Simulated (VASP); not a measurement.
# BeS (F-43m) in VASP: settings compared

Aim: see how the results for BeS move with the level of theory and the settings. Levels: PBE, RPBE, PBEsol. Tasks: single point.

Program: VASP 6.6.1. These are calculated values, not measurements. Logs are shortened: lines on timing, memory, paths and dates and some standing lists are left out, and cuts for length are marked.

**1. The cell of the first run**

It takes space group F-43m (No. 216, cubic). The conventional cell has a = 4.870 Å, b = 4.870 Å, c = 4.870 Å, α = 90.00°, β = 90.00°, γ = 90.00°. Be (site symmetry -43m) has 4 S at 2.11 Å within 2.8 Å. S (site symmetry -43m) has 4 Be at 2.11 Å within 2.8 Å.

**2. Single point, PBE**

INCAR reads:

```
SYSTEM = BeS
PREC = Accurate
ENCUT = 600
EDIFF = 1E-6
ISMEAR = -5
SIGMA = 0.1
LREAL = .False.
LASPH = .True.
NELM = 120
ALGO = Normal
ISIF = 2
LWAVE = .False.
LCHARG = .False.
GGA = PE
NBANDS = 11
GGA_COMPAT = .False.
```

KPOINTS reads:

```
Automatic mesh
0
Gamma
  8 8 8
  0 0 0
```

POSCAR reads:

```
BeS
1.0
    0.0000000000      2.4351516489      2.4351516489
    2.4351516489      0.0000000000      2.4351516489
    2.4351516489      2.4351516489      0.0000000000
Be S
1 1
Direct
    0.0000000000      0.0000000000      0.0000000000
    0.7500000000      0.7500000000      0.7500000000
```

Potentials or basis: VASP PAW PBE potentials, release 64 (Be, S).

Launch:

```
$ cat potpaw_PBE.64/Be/POTCAR potpaw_PBE.64/S/POTCAR > POTCAR
$ mpirun -np 1 vasp_std > vasp.out
```

OUTCAR:

```text
SYSTEM = BeS
   PREC = Accurate
   ENCUT = 600
   EDIFF = 1E-6
   ISMEAR = -5
   LREAL = .False.
   LASPH = .True.
   NELM = 120
   ISIF = 2
   GGA = PE

 ion  position               nearest neighbor table
   1  0.000  0.000  0.000-   2 2.11   2 2.11   2 2.11   2 2.11
   2  0.750  0.750  0.750-   1 2.11   1 2.11   1 2.11   1 2.11

  LATTYP: Found a face centered cubic cell.
 ALAT       =     4.8703032978

  Lattice vectors:

 A1 = (   0.0000000000,   2.4351516489,   2.4351516489)
 A2 = (   2.4351516489,   0.0000000000,   2.4351516489)
 A3 = (   2.4351516489,   2.4351516489,   0.0000000000)

Analysis of symmetry for initial positions (statically):
=====================================================================
 Subroutine PRICEL returns:
 Original cell was already a primitive cell.

 Routine SETGRP: Setting up the symmetry group for a
 face centered cubic supercell.

 Subroutine GETGRP returns: Found 24 space group operations
 (whereof 24 operations were pure point group operations)
 out of a pool of 48 trial point group operations.

The static configuration has the point symmetry T_d .

Analysis of symmetry for dynamics (positions and initial velocities):
=====================================================================
 Subroutine PRICEL returns:
 Original cell was already a primitive cell.

 Routine SETGRP: Setting up the symmetry group for a
 face centered cubic supercell.

 Subroutine GETGRP returns: Found 24 space group operations
 (whereof 24 operations were pure point group operations)
 out of a pool of 48 trial point group operations.

The dynamic configuration has the point symmetry T_d .

 Subroutine INISYM returns: Found 24 space group operations
 (whereof 24 operations are pure point group operations),
 and found     1 'primitive' translations

----------------------------------------------------------------------------------------

                                     Primitive cell

  volume of cell :      28.8807

  direct lattice vectors                    reciprocal lattice vectors
     0.000000000  2.435151649  2.435151649    -0.205326022  0.205326022  0.205326022
     2.435151649  0.000000000  2.435151649     0.205326022 -0.205326022  0.205326022
     2.435151649  2.435151649  0.000000000     0.205326022  0.205326022 -0.205326022

  length of vectors
     3.443824488  3.443824488  3.443824488     0.355635101  0.355635101  0.355635101

  position of ions in fractional coordinates (direct lattice)
     0.000000000  0.000000000  0.000000000
     0.750000000  0.750000000  0.750000000

  ion indices of the primitive-cell ions
   primitive index   ion index
                 1           1
                 2           2

----------------------------------------------------------------------------------------

 KPOINTS: Automatic mesh

Automatic generation of k-mesh.
 Grid dimensions read from file:
 generate k-points for:    8    8    8

 Generating k-lattice:

  Cartesian coordinates                     Fractional coordinates (reciprocal lattice)
    -0.025665753  0.025665753  0.025665753     0.125000000  0.000000000  0.000000000
     0.025665753 -0.025665753  0.025665753     0.000000000  0.125000000  0.000000000
     0.025665753  0.025665753 -0.025665753     0.000000000  0.000000000  0.125000000

  Length of vectors
     0.044454388  0.044454388  0.044454388

  Shift w.r.t. Gamma in fractional coordinates (k-lattice)
     0.000000000  0.000000000  0.000000000

 TETIRR: Found     76 inequivalent tetrahedra from     3072

 Subroutine IBZKPT returns following result:
 ===========================================

 Found     29 irreducible k-points:

 Following reciprocal coordinates:
            Coordinates               Weight
  0.000000  0.000000  0.000000      1.000000
  0.125000  0.000000  0.000000      8.000000
  0.250000  0.000000  0.000000      8.000000
  0.375000  0.000000  0.000000      8.000000
  0.500000  0.000000  0.000000      4.000000
  0.125000  0.125000  0.000000      6.000000
[... 16 lines left out ...]
  0.500000  0.250000  0.125000     48.000000
 -0.375000  0.250000  0.125000     24.000000
 [... further k-points ...]
   k-points           NKPTS =     29   k-points in BZ     NKDIM =     29   number of bands    NBANDS=     11
   number of dos      NEDOS =    301   number of ions     NIONS =      2
   total plane-waves  NPLWV =  21952
   dimension x,y,z NGX =    28 NGY =   28 NGZ =   28
   dimension x,y,z NGXF=    56 NGYF=   56 NGZF=   56
   ions per type =               1   1
   NGX,Y,Z   is equivalent  to a cutoff of  13.52, 13.52, 13.52 a.u.
   NGXF,Y,Z  is equivalent  to a cutoff of  27.03, 27.03, 27.03 a.u.
 SYSTEM =  BeS
   PREC   = accura    normal or accurate (medium, high low for compatibility)
   ISTART =      0    job   : 0-new  1-cont  2-samecut
   ICHARG =      2    charge: 1-file 2-atom 10-const
   ISPIN  =      1    spin polarized calculation?
   LNONCOLLINEAR =      F non collinear calculations
   LSORBIT =      F    spin-orbit coupling
   LASPH  =      T    aspherical Exc in radial PAW
   ENCUT  =  600.0 eV  44.10 Ry    6.64 a.u.   6.88  6.88  6.88*2*pi/ulx,y,z
   NELM   =    120;   NELMIN=  2; NELMDL= -5     # of ELM steps
   EDIFF  = 0.1E-05   stopping-criterion for ELM
   LREAL  =      F    real-space projection
   EDIFFG = 0.1E-04   stopping-criterion for IOM
   NSW    =      0    number of steps for IOM
   IBRION =     -1    ionic relax: 0-MD 1-quasi-New 2-CG
   NFREE  =      0    steps in history (QN), initial steepest desc. (CG)
   ISIF   =      2    stress and relaxation
   ISYM   =      2    0-nonsym 1-usesym 2-fastsym
   POTIM  = 0.5000    time-step for ionic-motion
   TEBEG  =    0.0;   TEEND  =   0.0 temperature during run
   PSTRESS=    0.0 pullay stress
   NELECT =       8.0000    total number of electrons
   NUPDOWN=      -1.0000    fix difference up-down
   EMIN   =  10.00;   EMAX   =-10.00  energy-range for DOS
   EFERMI =   0.00;   METHOD = LEGACY
   ISMEAR =    -5;   SIGMA  =   0.10  broadening in eV -4-tet -1-fermi 0-gaus
   EFERMI_NEDOS =   21; number of points for ismear=-14 and -15
   IALGO  =     38    algorithm
   IMIX   =      4    mixing-type and parameters
     AMIX     =   0.40;   BMIX     =  1.00
     AMIX_MAG =   1.60;   BMIX_MAG =  1.00
  volume/ion in A,a.u.               =      14.44        97.45
  Fermi-wavevector in a.u.,A,eV,Ry     =   1.067175  2.016668 15.495153  1.138862
  Thomas-Fermi vector in A             =   2.202783
   LORBIT       =      0    0 simple, 1 ext, 2 COOP (PROOUT), +10 PAW based schemes
   GGA     = PE    functional components
   LHFCALC =     F    Hartree Fock is set to
   AEXX    =    0.0000 exact exchange contribution
   IVDW    =     0    specifies the selected vdW correction
   LEPSILON=     F    determine dielectric tensor
   LRPA    =     F    only Hartree local field effects (RPA)
 non-spin polarized calculation
 Fermi weights with tetrahedron method with Bloechl corrections
  energy-cutoff  :      600.00
  volume of cell :       28.88
 maximum number of plane-waves:       982
   NGX = 13   NGY = 13   NGZ = 13

 number of electron       7.9999999 magnetization

 Free energy of the ion-electron system (eV)
  ---------------------------------------------------
  ext. energy  EPLUGINS =         0.00000000
  ---------------------------------------------------
  free energy    TOTEN  =       -10.01340625 eV

  energy without entropy =      -10.01340625  energy(sigma->0) =      -10.01340625

 E-fermi :   4.1003     XC(G=0):  -9.6789

 val. band max:        4.0457520440   @ k =   0.0000   0.0000   0.0000
 cond. band min:       7.1844615342   @ k =   0.5000   0.5000   0.0000
 fundamental gap:      3.1387094902
 Fermi energy:         4.1003022967

 k-point     1 :       0.0000    0.0000    0.0000
  band No.  band energies     occupation
      1      -9.5630      2.00000
      2       4.0458      2.00000
      3       4.0458      2.00000
      4       4.0458      2.00000
      5       9.7204      0.00000
      6       9.7204      0.00000
      7       9.7204      0.00000
      8       9.8261      0.00000
      9      16.8347      0.00000
     10      16.8347      0.00000
     11      18.8214      0.00000

 k-point     2 :       0.1250    0.0000    0.0000
  band No.  band energies     occupation
      1      -9.3887      2.00000
      2       2.8592      2.00000
      3       3.8505      2.00000
      4       3.8505      2.00000
      5       9.6234      0.00000
      6      10.0710      0.00000
      7      10.0710      0.00000
      8      11.1242      0.00000
      9      16.1532      0.00000
     10      16.1532      0.00000
     11      18.6943      0.00000

 k-point     3 :       0.2500    0.0000    0.0000
  band No.  band energies     occupation
      1      -8.9090      2.00000
      2       0.7825      2.00000
      3       3.4599      2.00000
      4       3.4599      2.00000
      5       9.5647      0.00000
      6      10.6106      0.00000
      7      10.6106      0.00000
      8      13.2245      0.00000
      9      15.9146      0.00000
     10      15.9146      0.00000
     11      18.2477      0.00000

 k-point     4 :       0.3750    0.0000    0.0000
  band No.  band energies     occupation
      1      -8.3018      2.00000
      2      -0.9518      2.00000
      3       3.1442      2.00000
      4       3.1442      2.00000
      5       9.5054      0.00000
      6      10.6826      0.00000
      7      10.6826      0.00000
      8      14.7537      0.00000
      9      17.2485      0.00000
     10      17.2485      0.00000
     11      18.3834      0.00000

 k-point     5 :       0.5000    0.0000    0.0000
  band No.  band energies     occupation
      1      -7.9868      2.00000
      2      -1.6611      2.00000
      3       3.0288      2.00000
      4       3.0288      2.00000
      5       9.4795      0.00000
      6      10.6109      0.00000
      7      10.6109      0.00000
      8      15.1943      0.00000
      9      18.9275      0.00000
     10      18.9275      0.00000
     11      19.1251      0.00000
[... 211 lines left out ...]
 k-point    21 :       0.5000    0.5000    0.0000
  band No.  band energies     occupation
      1      -7.4559      2.00000
      2      -0.9096      2.00000
      3       1.4478      2.00000
      4       1.4478      2.00000
      5       7.1845      0.00000
      6       8.9742      0.00000
      7      16.7271      0.00000
      8      16.7271      0.00000
      9      19.4395      0.00000
     10      20.3735      0.00000
     11      20.8736      0.00000

 k-point    22 :       0.3750    0.2500    0.1250
  band No.  band energies     occupation
      1      -8.5177      2.00000
      2       0.5490      2.00000
      3       1.9365      2.00000
      4       2.9450      2.00000
      5       9.5719      0.00000
      6      11.3056      0.00000
      7      11.5313      0.00000
      8      12.5685      0.00000
      9      15.6030      0.00000
     10      18.4033      0.00000
     11      19.9116      0.00000

 k-point    23 :       0.5000    0.2500    0.1250
  band No.  band energies     occupation
      1      -7.9843      2.00000
      2      -0.5906      2.00000
      3       1.4053      2.00000
      4       2.4815      2.00000
      5      10.0426      0.00000
      6      10.8503      0.00000
      7      12.4682      0.00000
      8      13.2955      0.00000
      9      16.6200      0.00000
     10      18.3739      0.00000
     11      20.4279      0.00000

 k-point    24 :      -0.3750    0.2500    0.1250
  band No.  band energies     occupation
      1      -7.7174      2.00000
      2      -1.1338      2.00000
      3       1.3099      2.00000
      4       2.2404      2.00000
      5      10.1511      0.00000
      6      10.6053      0.00000
      7      13.1257      0.00000
      8      14.5070      0.00000
      9      15.4504      0.00000
     10      19.2965      0.00000
     11      19.9273      0.00000

 [... further k-points ...]
[... 5 lines left out ...]
  --------------------------------------------------------------------------------------
  -------------------------------------------------------------------------------------
  Total        0.0684854      0.0684854      0.0684854      0.0000000      0.0000000      0.0000000
  in kB        3.7992729      3.7992729      3.7992729      0.0000000      0.0000000      0.0000000
  external PRESSURE =       3.7992729 kB  Pullay stress =       0.0000000 kB

 VOLUME and BASIS-vectors are now :
 -----------------------------------------------------------------------------
  energy-cutoff  :      600.00
  volume of cell :       28.88
      direct lattice vectors                 reciprocal lattice vectors
     0.000000000  2.435151649  2.435151649    -0.205326022  0.205326022  0.205326022
     2.435151649  0.000000000  2.435151649     0.205326022 -0.205326022  0.205326022
     2.435151649  2.435151649  0.000000000     0.205326022  0.205326022 -0.205326022

 POSITION                                       TOTAL-FORCE (eV/Angst)
 -----------------------------------------------------------------------------------
      0.00000      0.00000      0.00000         0.000000      0.000000      0.000000
      3.65273      3.65273      3.65273        -0.000000     -0.000000     -0.000000
 -----------------------------------------------------------------------------------
    total drift:                                0.000000      0.000000     -0.000000

  FREE ENERGIE OF THE ION-ELECTRON SYSTEM (eV)
  ---------------------------------------------------
  free  energy   TOTEN  =       -10.0134062544 eV

  energy  without entropy=      -10.0134062544  energy(sigma->0) =      -10.01340625
```

It took 4.7 s on 1 thread of Intel Xeon 6975P-C (Granite Rapids), shared host; peak memory 0.15 GiB.

Results:

| Item | Value |
| --- | --- |
| Free energy | -10.0134 eV |
| Pressure | 0.4 GPa |
| Band gap on the k mesh | 3.14 eV, indirect (least direct gap 5.67 eV) |

Levels at points of the mesh, in eV from the valence-band top:
```csv
k point,band 2,band 3,band 4,band 5,band 6,band 7
"(0.00, 0.00, 0.00)",0.00,0.00,0.00,5.67,5.67,5.67
"(0.50, 0.00, 0.00)",-5.71,-1.02,-1.02,5.43,6.57,6.57
"(0.50, 0.50, 0.00)",-4.96,-2.60,-2.60,3.14,4.93,12.68
```

A k mesh can miss the band edges. PBE gaps usually lie below the measured ones, often by a third to a half.

**3. Single point, RPBE**

INCAR reads:

```
SYSTEM = BeS
PREC     = Accurate       ! precision mode
ENCUT    = 600            ! plane-wave cutoff, eV
EDIFF    = 1E-6           ! SCF threshold, eV
ISMEAR   = 0              ! smearing method
SIGMA    = 0.1            ! smearing width, eV
LREAL    = .False.        ! projectors in reciprocal space
LASPH    = .True.         ! aspherical terms in the spheres
NELM     = 120            ! most SCF steps
ALGO     = Normal         ! electronic algorithm
ISIF     = 2              ! what is computed and relaxed
LWAVE    = .False.        ! write WAVECAR
LCHARG   = .False.        ! write CHGCAR
GGA      = RP             ! functional
NBANDS   = 11             ! bands
GGA_COMPAT= .False.
```

KPOINTS reads:

```
regular mesh
0
Gamma
  8 8 8
  0 0 0
```

POSCAR is that of step 2.

Potentials or basis: VASP PAW PBE potentials, release 64 (Be, S).

Launch:

```
$ cat potpaw_PBE.64/Be/POTCAR potpaw_PBE.64/S/POTCAR > POTCAR
$ mpirun -np 1 vasp_std > vasp.out
```

Run time: 4.8 s. Hardware: 1 thread of Intel Xeon 6975P-C (Granite Rapids), shared host; peak memory 0.15 GiB.

The run converged. Its results:

* Free energy: -9.4146 eV
* Pressure: 2.6 GPa
* Band gap on the k mesh: 3.25 eV, indirect (least direct gap 5.73 eV)

Levels at points of the mesh, in eV from the valence-band top:
```
           k point  band 1  band 2  band 3  band 4  band 5  band 6  band 7  band 8
(0.00, 0.00, 0.00)  -13.60    0.00    0.00    0.00    5.73    5.73    5.73    5.93
(0.50, 0.00, 0.00)  -12.03   -5.67   -1.01   -1.01    5.51    6.61    6.61   11.32
(0.50, 0.50, 0.00)  -11.50   -4.94   -2.58   -2.58    3.25    4.98   12.76   12.76
```

Caveat: the PAW data sets were made with another functional, which shifts forces and pressure a little. A hybrid or GW would open this gap; RPBE tends to underestimate it.

**4. Single point, PBEsol, collinear spin, ferromagnetic start**

INCAR reads:

```
  ALGO = Normal
  EDIFF = 1E-6
  ENCUT = 600
  GGA = PS
  GGA_COMPAT = False
  ISIF = 2
  ISMEAR = 0
  ISPIN = 2
  LASPH = True
  LCHARG = False
  LORBIT = 11
  LREAL = False
  LWAVE = False
  MAGMOM = 0 -5
  NBANDS = 15
  NELM = 200
  PREC = Accurate
  SIGMA = 0.1
```

KPOINTS reads:

```
k-points
0
Gamma
  5 5 5
```

POSCAR is that of step 3.

Launch:

```
$ cat potpaw_PBE.64/Be/POTCAR potpaw_PBE.64/S/POTCAR > POTCAR
$ mpirun -np 1 vasp_std > vasp.out
```

Wall time 6.5 s (1 thread of Intel Xeon 6975P-C (Granite Rapids), shared host); peak memory 0.16 GiB.

Results (log left out):

```
Free energy                                           : -10.5496 eV
Pressure                                              : -1.5 GPa
Band gap on the k mesh                                : 3.25 eV, indirect (least direct gap 5.60 eV)
Net moment                                            : 0.00 μB per cell
Valence electrons inside the program's atomic spheres : Be 1.03; S 3.81
```

Levels at points of the mesh, in eV from the valence-band top:
Spin up:
```tsv
k point	band 1	band 2	band 3	band 4	band 5	band 6	band 7	band 8	band 9
(0.00, 0.00, 0.00)	-13.63	0.00	0.00	0.00	5.60	5.61	5.61	5.61	12.77
```
Spin down:
| k point | band 1 | band 2 | band 3 | band 4 | band 5 | band 6 | band 7 | band 8 | band 9 |
| --- | --- | --- | --- | --- | --- | --- | --- | --- | --- |
| (0.00, 0.00, 0.00) | -13.63 | 0.00 | 0.00 | 0.00 | 5.60 | 5.61 | 5.61 | 5.61 | 12.77 |

Caveat: the k points lie up to 0.45 Å⁻¹ apart; the PAW data sets were made with another functional, which shifts forces and pressure a little. Expect the measured gap to be larger: semilocal functionals such as PBEsol lack the derivative discontinuity.

**5. The runs side by side**

| level | spin | k mesh | smearing | gap on the mesh (eV) | pressure (GPa) |
| --- | --- | --- | --- | --- | --- |
| PBE | off | 8 × 8 × 8 | tetrahedron | 3.14 | 0.4 |
| RPBE | off | 8 × 8 × 8 | gaussian 0.1 eV | 3.25 | 2.6 |
| PBEsol | collinear, ferromagnetic start | 5 × 5 × 5 | gaussian 0.1 eV | 3.25 | -1.5 |

Alike in all rows: task single point; potentials or basis VASP PAW PBE potentials, release 64 (Be, S); cell as given; cutoff (eV) 600.

Caveats: some runs use coarse meshes; the PAW data sets were made with another functional, which shifts forces and pressure a little (some runs).

Absolute energies hang on the potentials; compare differences alone.
